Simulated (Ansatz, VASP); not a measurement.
# CuRu2 in VASP and in Ansatz

INCAR

```
SYSTEM = CuRu2
PREC = Accurate ; ENCUT = 600
EDIFF = 1E-6 ; ISMEAR = 0
SIGMA = 0.1 ; LREAL = .FALSE.
LASPH = .TRUE. ; NELM = 200
ALGO = Normal ; ISIF = 2
LWAVE = .FALSE. ; LCHARG = .TRUE.
ISPIN = 2 ; MAGMOM = 0 1 1
LORBIT = 11 ; LMAXMIX = 4
GGA = PE ; LELF = .TRUE.
LVHAR = .TRUE. ; NBANDS = 30
GGA_COMPAT = .FALSE.
```

KPOINTS

```
Automatic mesh
0
G
  6 6 6
  0 0 0
```

Contents of POSCAR:

```
CuRu2
1.0
    4.2894090048      0.0000000000      0.0000000000
   -2.1447045024      3.7147371654      0.0000000000
    0.0000000000      0.0000000000      2.5921112962
Cu Ru
1 2
Direct
    0.0000000000      0.0000000000      0.0000000000
    0.3333333333      0.6666666667      0.5000000000
    0.6666666667      0.3333333333      0.5000000000
```

Input for Ansatz:

```yaml
crystal:
  lattice:
    - [4.2894090048, 0.0, 0.0]
    - [-2.1447045024, 3.7147371654, 0.0]
    - [0.0, 0.0, 2.5921112962]
  atoms:
    - { symbol: Cu, position: [0.0, 0.0, 0.0] }
    - { symbol: Ru, position: [0.3333333333, 0.6666666667, 0.5], spin: 1.0 }
    - { symbol: Ru, position: [0.6666666667, 0.3333333333, 0.5], spin: 1.0 }
basis:
  ecutwfc: 420
kpoints:
  mp_grid: { grid: [6, 6, 6] }
hamiltonian:
  xc: pbe
scf:
  occupations: { method: gaussian, width: 0.1 }
  lower_state_search: "off"
output:
  forces: true
  stress: true
  eigenvalues: true
  populations: true
magnetization:
  spin_polarized: true
```

Change from the starting cell: species swapped into the ScB2 type (P6/mmm, No. 191).

Alike in both runs: task single point; functional PBE; k mesh 6 × 6 × 6; occupations gaussian, width 0.1 eV; collinear spin.

```csv
,VASP,Ansatz
version,VASP 6.6.1,Ansatz 0.2.0
potentials or method,"VASP PAW PBE potentials, release 64 (Cu, Ru_pv), cutoff 600 eV","scalar-relativistic, plane waves, PAW"
valence electrons in the cell,39,51
```

VASP gave:

```
gap on the k mesh at the Fermi level (eV)                     : none
pressure (GPa)                                                : 0.0
traceless stress, the component that is largest in VASP (GPa) : -0.10
net moment per atom (μB)                                      : 0.00
```

Question: Estimate Ansatz's values.

Answer: gap on the k mesh at the Fermi level (eV): none; pressure (GPa): 0.0; traceless stress, the component that is largest in VASP (GPa): 0.04; net moment per atom (μB): 0.00.

A gap of «none» marks a metal or a gap that the smearing closes. With one functional, cell and mesh, what is left measures potentials, basis and numerics. VASP's potentials hold 39 valence electrons a cell and Ansatz's 51, so a difference there can come from the potentials and not from the codes. Ansatz's warnings: seeded moment not kept.

The k mesh is coarse, so the values compare programs but aren't converged.
